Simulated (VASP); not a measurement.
## HgTe: single point with PBE

HgTe:

```
CELL_PARAMETERS angstrom
-2.95580 2.95580 1.63670
2.95580 -2.95580 1.63670
2.95580 2.95580 -1.63670
ATOMIC_POSITIONS crystal
Hg 0.75000 0.25000 0.50000
Te 0.00000 0.00000 0.00000
```

```json
{
 "Program": "VASP 6.6.1",
 "Task": "single point",
 "Functional": "PBE",
 "Potentials or basis": "VASP PAW PBE potentials, release 64 (Hg, Te)",
 "Cutoff": "520 eV",
 "k mesh": "10 × 10 × 10",
 "Occupations": "fermi-dirac, width 0.05 eV",
 "Spin": "no spin polarisation",
 "Dipole correction": "no",
 "Further INCAR settings": "ALGO = Normal; EDIFF = 1e-07; NBANDS = 16"
}
```

```json
{
  "Pressure": "0.1 GPa",
  "Band gap on the k mesh": "zero (bands 9 and 10 overlap by 3.86 eV)"
}
```

Levels at points of the mesh, in eV from the Fermi level:
| k point | band 5 | band 6 | band 7 | band 8 | band 9 | band 10 | band 11 | band 12 | band 13 | band 14 |
| --- | --- | --- | --- | --- | --- | --- | --- | --- | --- | --- |
| (0.00, 0.00, 0.00) | -6.50 | -6.50 | -3.09 | -2.29 | -2.29 | 2.50 | 4.80 | 7.45 | 7.45 | 8.30 |
| (0.50, 0.00, 0.00) | -6.63 | -6.44 | -4.54 | -2.21 | -1.46 | -0.39 | 3.38 | 3.63 | 5.88 | 8.42 |
| (0.50, 0.50, 0.00) | -6.46 | -6.42 | -6.20 | -0.65 | 1.96 | 2.04 | 2.27 | 3.58 | 7.95 | 9.07 |
| (0.50, 0.50, 0.50) | -6.45 | -6.19 | -4.40 | -4.40 | -4.35 | 2.09 | 6.04 | 8.75 | 8.75 | 12.23 |

It took 80 s on 1 thread of Intel(R) Xeon(R) Platinum 8488C (Sapphire Rapids), with other jobs on the host, peak memory 0.26 GiB.

Caveat: spin-orbit coupling is left out, which moves the levels of the heavy elements.
